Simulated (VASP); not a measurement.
# BN (Fmm2) in VASP: further runs

Runs on BN. Level: PBE+D3(BJ). Tasks: single point.

Everything below comes from runs of VASP 6.6.1. Logs are shortened: lines on timing, memory, paths and dates and some standing lists are left out, and cuts for length are marked.

## (1) The cell of the first run

It takes space group Fmm2 (No. 42, orthorhombic). Conventional cell: a = 2.429 Å, b = 6.470 Å, c = 4.622 Å, α = 90.00°, β = 90.00°, γ = 90.00°. B (site symmetry mm2) has 3 N at 1.44 to 1.54 Å within 1.9 Å. N (site symmetry mm2) has 3 B at 1.44 to 1.54 Å within 1.9 Å.

## (2) Single point, PBE+D3(BJ)

The input, INCAR:

```
SYSTEM = BN
PREC = Accurate ; ENCUT = 600
EDIFF = 1E-6 ; ISMEAR = 0
SIGMA = 0.05 ; LREAL = .False.
LASPH = .True. ; NELM = 120
ALGO = Normal ; ISIF = 2
LWAVE = .False. ; LCHARG = .False.
GGA = PE ; IVDW = 12
NBANDS = 11 ; GGA_COMPAT = .False.
```

The input, KPOINTS:

```
regular mesh
0
Gamma
  12 12 12
  0 0 0
```

The input, POSCAR:

```
BN
1.0
    0.0000000000      3.2350542643      2.3111121351
    1.2146339436      0.0000000000      2.3111121351
    1.2146339436      3.2350542643      0.0000000000
B N
1 1
Direct
    0.0001068737      0.0001068737      0.9998931263
    0.6665931163      0.6665931163      0.3334068837
```

Potentials or basis: VASP PAW PBE potentials, release 64 (B, N).

Command:

```sh
$ cat potpaw_PBE.64/B/POTCAR potpaw_PBE.64/N/POTCAR > POTCAR
$ mpirun -np 1 vasp_std > vasp.out
```

OUTCAR:

```text
SYSTEM = BN
   PREC = Accurate
   ENCUT = 600
   EDIFF = 1E-6
   ISMEAR = 0
   LREAL = .False.
   LASPH = .True.
   NELM = 120
   ISIF = 2
   GGA = PE
   IVDW = 12
 IVDW          = 12

 ion  position               nearest neighbor table
   1  0.000  0.000  1.000-   2 1.44   2 1.44   2 1.54
   2  0.667  0.667  0.333-   1 1.44   1 1.44   1 1.54

  LATTYP: Found a face centered orthorhombic cell.
 ALAT       =     2.4292678872
 B/A-ratio  =     1.9027231597
 C/A-ratio  =     2.6633985336

  Lattice vectors:

 A1 = (   0.0000000000,   3.2350542643,   2.3111121351)
 A2 = (  -1.2146339436,   3.2350542643,   0.0000000000)
 A3 = (  -1.2146339436,   0.0000000000,   2.3111121351)

Analysis of symmetry for initial positions (statically):
=====================================================================
 Subroutine PRICEL returns:
 Original cell was already a primitive cell.

 Routine SETGRP: Setting up the symmetry group for a
 face centered orthorhombic supercell.

 Subroutine GETGRP returns: Found  4 space group operations
 (whereof  4 operations were pure point group operations)
 out of a pool of  8 trial point group operations.

The static configuration has the point symmetry C_2v.

Analysis of symmetry for dynamics (positions and initial velocities):
=====================================================================
 Subroutine PRICEL returns:
 Original cell was already a primitive cell.

 Routine SETGRP: Setting up the symmetry group for a
 face centered orthorhombic supercell.

 Subroutine GETGRP returns: Found  4 space group operations
 (whereof  4 operations were pure point group operations)
 out of a pool of  8 trial point group operations.

The dynamic configuration has the point symmetry C_2v.

 Subroutine INISYM returns: Found  4 space group operations
 (whereof  4 operations are pure point group operations),
 and found     1 'primitive' translations

----------------------------------------------------------------------------------------

                                     Primitive cell

  volume of cell :      18.1626

  direct lattice vectors                    reciprocal lattice vectors
     0.000000000  3.235054264  2.311112135    -0.411646655  0.154556913  0.216346058
     1.214633944  0.000000000  2.311112135     0.411646655 -0.154556913  0.216346058
     1.214633944  3.235054264  0.000000000     0.411646655  0.154556913 -0.216346058

  length of vectors
     3.975778590  2.610857123  3.455562430     0.490047370  0.490047370  0.490047370

  position of ions in fractional coordinates (direct lattice)
     0.000106874  0.000106874  0.999893126
     0.666593116  0.666593116  0.333406884

  ion indices of the primitive-cell ions
   primitive index   ion index
                 1           1
                 2           2

----------------------------------------------------------------------------------------

 KPOINTS: regular mesh

Automatic generation of k-mesh.
 Grid dimensions read from file:
 generate k-points for:   12   12   12

 Generating k-lattice:

  Cartesian coordinates                     Fractional coordinates (reciprocal lattice)
    -0.034303888  0.012879743  0.018028838     0.083333333 -0.000000000 -0.000000000
     0.034303888 -0.012879743  0.018028838     0.000000000  0.083333333  0.000000000
     0.034303888  0.012879743 -0.018028838     0.000000000  0.000000000  0.083333333

  Length of vectors
     0.040837281  0.040837281  0.040837281

  Shift w.r.t. Gamma in fractional coordinates (k-lattice)
     0.000000000  0.000000000  0.000000000

 Subroutine IBZKPT returns following result:
 ===========================================

 Found    280 irreducible k-points:

 Following reciprocal coordinates:
            Coordinates               Weight
  0.000000  0.000000  0.000000      1.000000
  0.083333 -0.000000  0.000000      8.000000
  0.166667  0.000000  0.000000      8.000000
  0.250000  0.000000  0.000000      8.000000
  0.333333  0.000000  0.000000      8.000000
  0.416667  0.000000  0.000000      8.000000
[... 16 lines left out ...]
  0.500000  0.166667 -0.000000      8.000000
 -0.416667  0.166667  0.000000      8.000000
 [... further k-points ...]
   k-points           NKPTS =    280   k-points in BZ     NKDIM =    280   number of bands    NBANDS=     11
   number of dos      NEDOS =    301   number of ions     NIONS =      2
   total plane-waves  NPLWV =  21504
   dimension x,y,z NGX =    32 NGY =   24 NGZ =   28
   dimension x,y,z NGXF=    64 NGYF=   48 NGZF=   56
   ions per type =               1   1
   NGX,Y,Z   is equivalent  to a cutoff of  13.38, 15.28, 13.47 a.u.
   NGXF,Y,Z  is equivalent  to a cutoff of  26.76, 30.56, 26.94 a.u.
 SYSTEM =  BN
   PREC   = accura    normal or accurate (medium, high low for compatibility)
   ISTART =      0    job   : 0-new  1-cont  2-samecut
   ICHARG =      2    charge: 1-file 2-atom 10-const
   ISPIN  =      1    spin polarized calculation?
   LNONCOLLINEAR =      F non collinear calculations
   LSORBIT =      F    spin-orbit coupling
   LASPH  =      T    aspherical Exc in radial PAW
   ENCUT  =  600.0 eV  44.10 Ry    6.64 a.u.   7.94  5.21  6.90*2*pi/ulx,y,z
   NELM   =    120;   NELMIN=  2; NELMDL= -5     # of ELM steps
   EDIFF  = 0.1E-05   stopping-criterion for ELM
   LREAL  =      F    real-space projection
   EDIFFG = 0.1E-04   stopping-criterion for IOM
   NSW    =      0    number of steps for IOM
   IBRION =     -1    ionic relax: 0-MD 1-quasi-New 2-CG
   NFREE  =      0    steps in history (QN), initial steepest desc. (CG)
   ISIF   =      2    stress and relaxation
   ISYM   =      2    0-nonsym 1-usesym 2-fastsym
   POTIM  = 0.5000    time-step for ionic-motion
   TEBEG  =    0.0;   TEEND  =   0.0 temperature during run
   PSTRESS=    0.0 pullay stress
   NELECT =       8.0000    total number of electrons
   NUPDOWN=      -1.0000    fix difference up-down
   EMIN   =  10.00;   EMAX   =-10.00  energy-range for DOS
   EFERMI =   0.00;   METHOD = LEGACY
   ISMEAR =     0;   SIGMA  =   0.05  broadening in eV -4-tet -1-fermi 0-gaus
   EFERMI_NEDOS =   21; number of points for ismear=-14 and -15
   IALGO  =     38    algorithm
   IMIX   =      4    mixing-type and parameters
     AMIX     =   0.40;   BMIX     =  1.00
     AMIX_MAG =   1.60;   BMIX_MAG =  1.00
  volume/ion in A,a.u.               =       9.08        61.28
  Fermi-wavevector in a.u.,A,eV,Ry     =   1.245601  2.353844 21.109725  1.551521
  Thomas-Fermi vector in A             =   2.379816
   LORBIT       =      0    0 simple, 1 ext, 2 COOP (PROOUT), +10 PAW based schemes
   GGA     = PE    functional components
   LHFCALC =     F    Hartree Fock is set to
   AEXX    =    0.0000 exact exchange contribution
   IVDW    =    12    specifies the selected vdW correction
   LEPSILON=     F    determine dielectric tensor
   LRPA    =     F    only Hartree local field effects (RPA)
 non-spin polarized calculation
 Gauss-broadening in eV      SIGMA  =   0.05
  energy-cutoff  :      600.00
  volume of cell :       18.16
 maximum number of plane-waves:       616
   NGX = 15   NGY = 11   NGZ = 13

 number of electron       8.0000000 magnetization

 Free energy of the ion-electron system (eV)
  ---------------------------------------------------
  ext. energy  EPLUGINS =         0.00000000
  ---------------------------------------------------
  free energy    TOTEN  =       -17.36277524 eV

  energy without entropy =      -17.36277524  energy(sigma->0) =      -17.36277524

 E-fermi :   2.8862     XC(G=0): -10.1444

 val. band max:        2.5517157983   @ k =   0.5000  -0.3333   0.1667
 cond. band min:       5.5301588484   @ k =   0.0000   0.5000   0.5000
 fundamental gap:      2.9784430501
 Fermi energy:         2.8861864961

 k-point     1 :       0.0000    0.0000    0.0000
  band No.  band energies     occupation
      1     -15.2819      2.00000
      2      -1.3983      2.00000
      3       0.6112      2.00000
      4       1.2596      2.00000
      5       7.4945      0.00000
      6      11.9489      0.00000
      7      14.6112      0.00000
      8      14.9418      0.00000
      9      17.2234      0.00000
     10      27.0537      0.00000
     11      30.8422      0.00000

 k-point     2 :       0.0833   -0.0000    0.0000
  band No.  band energies     occupation
      1     -15.1370      2.00000
      2      -1.2863      2.00000
      3       0.3010      2.00000
      4       0.7689      2.00000
      5       7.8167      0.00000
      6      12.2990      0.00000
      7      14.4910      0.00000
      8      14.5671      0.00000
      9      17.7769      0.00000
     10      27.4728      0.00000
     11      28.3010      0.00000

 k-point     3 :       0.1667    0.0000    0.0000
  band No.  band energies     occupation
      1     -14.7109      2.00000
      2      -0.9885      2.00000
      3      -0.7374      2.00000
      4      -0.1447      2.00000
      5       8.6334      0.00000
      6      12.6671      0.00000
      7      13.3520      0.00000
      8      15.1960      0.00000
      9      19.0654      0.00000
     10      25.1179      0.00000
     11      27.6689      0.00000

 k-point     4 :       0.2500    0.0000    0.0000
  band No.  band energies     occupation
      1     -14.0345      2.00000
      2      -2.4967      2.00000
      3      -0.9228      2.00000
      4      -0.3479      2.00000
      5       9.5142      0.00000
      6      11.5815      0.00000
      7      13.0491      0.00000
      8      16.8783      0.00000
      9      20.6270      0.00000
     10      22.7421      0.00000
     11      26.2420      0.00000

 k-point     5 :       0.3333    0.0000    0.0000
  band No.  band energies     occupation
      1     -13.1824      2.00000
      2      -4.2512      2.00000
      3      -1.5593      2.00000
      4       0.4368      2.00000
      5       9.0823      0.00000
      6      10.8259      0.00000
      7      13.7928      0.00000
      8      18.7502      0.00000
      9      20.8353      0.00000
     10      22.6653      0.00000
     11      25.1035      0.00000
[... 211 lines left out ...]
 k-point    21 :       0.3333    0.1667    0.0000
  band No.  band energies     occupation
      1     -13.8558      2.00000
      2      -3.2778      2.00000
      3      -1.3707      2.00000
      4       0.1087      2.00000
      5      10.0001      0.00000
      6      11.3604      0.00000
      7      14.1687      0.00000
      8      17.9234      0.00000
      9      19.8159      0.00000
     10      21.5403      0.00000
     11      25.2569      0.00000

 k-point    22 :       0.4167    0.1667    0.0000
  band No.  band energies     occupation
      1     -13.0696      2.00000
      2      -4.2031      2.00000
      3      -2.6278      2.00000
      4       0.8499      2.00000
      5       9.1550      0.00000
      6      11.8318      0.00000
      7      14.4114      0.00000
      8      18.7178      0.00000
      9      20.0159      0.00000
     10      21.8527      0.00000
     11      25.0323      0.00000

 k-point    23 :       0.5000    0.1667   -0.0000
  band No.  band energies     occupation
      1     -12.2618      2.00000
      2      -5.2853      2.00000
      3      -3.2641      2.00000
      4       1.6184      2.00000
      5       7.7614      0.00000
      6      12.4579      0.00000
      7      15.0665      0.00000
      8      17.8111      0.00000
      9      21.5119      0.00000
     10      22.6323      0.00000
     11      25.0540      0.00000

 k-point    24 :      -0.4167    0.1667    0.0000
  band No.  band energies     occupation
      1     -11.7802      2.00000
      2      -5.9725      2.00000
      3      -3.3379      2.00000
      4       2.0056      2.00000
      5       7.0164      0.00000
      6      12.5951      0.00000
      7      15.4920      0.00000
      8      17.7986      0.00000
      9      21.3552      0.00000
     10      22.3999      0.00000
     11      25.6319      0.00000

 [... further k-points ...]

------------------------ aborting loop because EDIFF is reached ----------------------------------------

 Edisp (eV)   -0.28185

 E8    (eV) :    -0.0829

  FORCE on cell =-STRESS in cart. coord.  units (eV):
  Direction    XX          YY          ZZ          XY          YZ          ZX
  --------------------------------------------------------------------------------------
  -------------------------------------------------------------------------------------
  Total       2.22653     0.16240    -5.41491     0.00000     0.00000     0.00000
  in kB     196.40917    14.32574  -477.66566     0.00000     0.00000     0.00000
  external pressure =      -88.98 kB  Pullay stress =        0.00 kB

 VOLUME and BASIS-vectors are now :
 -----------------------------------------------------------------------------
  energy-cutoff  :      600.00
  volume of cell :       18.16
      direct lattice vectors                 reciprocal lattice vectors
     0.000000000  3.235054264  2.311112135    -0.411646655  0.154556913  0.216346058
     1.214633944  0.000000000  2.311112135     0.411646655 -0.154556913  0.216346058
     1.214633944  3.235054264  0.000000000     0.411646655  0.154556913 -0.216346058

 POSITION                                       TOTAL-FORCE (eV/Angst)
 -----------------------------------------------------------------------------------
      1.21463      3.23505      0.00049         0.000000      0.000000     -0.588184
      1.21463      3.23505      3.08114         0.000000      0.000000      0.588184
 -----------------------------------------------------------------------------------
    total drift:                               -0.000000     -0.000007      0.000123

  FREE ENERGIE OF THE ION-ELECTRON SYSTEM (eV)
  ---------------------------------------------------
  free  energy   TOTEN  =       -17.6446244038 eV

  energy  without entropy=      -17.6446244038  energy(sigma->0) =      -17.64462440
```

It took 1.8 min on 1 thread of Intel Xeon 8259CL, shared host; peak memory 0.21 GiB.

Results:

```
Free energy                : -17.6446 eV
Pressure                   : -8.9 GPa
Largest force              : 0.588 eV/Å
Band gap on the k mesh     : 2.98 eV (least direct gap 4.56 eV)
Dispersion energy per atom : -0.141 eV
```

Forces on the atoms (eV/Å):
```
B    0.000  0.000 -0.588
N    0.000  0.000  0.588
```

Levels at points of the mesh, in eV from the valence-band top:
```tsv
k point	band 1	band 2	band 3	band 4	band 5	band 6	band 7	band 8
(0.00, 0.00, 0.00)	-17.83	-3.95	-1.94	-1.29	4.94	9.40	12.06	12.39
(0.50, 0.00, 0.00)	-14.50	-8.84	-4.67	-0.85	4.41	8.29	13.37	16.18
(0.50, 0.50, 0.00)	-15.23	-9.31	-3.33	-0.85	5.93	9.83	11.80	13.84
(0.50, 0.00, 0.50)	-17.47	-6.37	-1.89	-1.34	8.84	9.91	11.86	12.67
(0.00, 0.50, 0.50)	-15.01	-8.93	-3.41	-2.43	2.98	11.13	15.04	17.03
```

Caveat: the cell stands under tension. A k mesh can miss the band edges.

(Continued in part 2 of 2.)
